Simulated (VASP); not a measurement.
Crystal: SnBi2O4.

```
Sn Bi O
1.0
     0.00000    4.93500    4.93500
     4.93500    0.00000    4.93500
     4.93500    4.93500    0.00000
Sn Bi O
2 4 8
Direct
  0.50000 0.50000 0.50000
  0.75000 0.75000 0.75000
  0.12500 0.12500 0.12500
  0.62500 0.12500 0.12500
  0.12500 0.62500 0.12500
  0.12500 0.12500 0.62500
  0.90500 0.36500 0.36500
  0.36500 0.36500 0.36500
  0.36500 0.36500 0.90500
  0.36500 0.90500 0.36500
  0.88500 0.34500 0.88500
  0.88500 0.88500 0.88500
  0.88500 0.88500 0.34500
  0.34500 0.88500 0.88500
```

* Program: VASP 6.6.1
* Task: relaxation of cell and atoms
* Functional: PBE
* Potentials or basis: VASP PAW PBE potentials, release 64 (Sn_d, Bi_d, O)
* Cutoff: 600 eV
* k mesh: 2 × 2 × 2
* Occupations: gaussian, width 0.15 eV
* Spin: no spin polarisation

At the start: pressure 9.1 GPa; volume 17.17 Å³/atom.

Where does the relaxation end?

Over 3 steps the energy falls by 37.1 meV/atom and the volume is 18.50 Å³/atom (+7.8 %); space group Fd-3m (No. 227, to 0.1 Å) before and after.

Step by step:
```tsv
step	energy change (eV)	largest force (eV/Å)	pressure (GPa)	volume (Å³)
1	0.0000	0.5307	9.12	240.38
2	-0.1775	0.3228	-5.75	276.00
3	-0.5199	0.0099	-0.08	259.03
```

Final structure:
```yaml
crystal:
  lattice:
    - [0.00000, 5.05948, 5.05948]
    - [5.05948, 0.00000, 5.05948]
    - [5.05948, 5.05948, 0.00000]
  atoms:
    - { symbol: Sn, position: [0.50000, 0.50000, 0.50000] }
    - { symbol: Sn, position: [0.75000, 0.75000, 0.75000] }
    - { symbol: Bi, position: [0.12500, 0.12500, 0.12500] }
    - { symbol: Bi, position: [0.62500, 0.12500, 0.12500] }
    - { symbol: Bi, position: [0.12500, 0.62500, 0.12500] }
    - { symbol: Bi, position: [0.12500, 0.12500, 0.62500] }
    - { symbol: O, position: [0.90250, 0.36583, 0.36583] }
    - { symbol: O, position: [0.36583, 0.36583, 0.36583] }
    - { symbol: O, position: [0.36583, 0.36583, 0.90250] }
    - { symbol: O, position: [0.36583, 0.90250, 0.36583] }
    - { symbol: O, position: [0.88417, 0.34750, 0.88417] }
    - { symbol: O, position: [0.88417, 0.88417, 0.88417] }
    - { symbol: O, position: [0.88417, 0.88417, 0.34750] }
    - { symbol: O, position: [0.34750, 0.88417, 0.88417] }
```

Caveat: the k points lie up to 0.54 Å⁻¹ apart in the final cell.
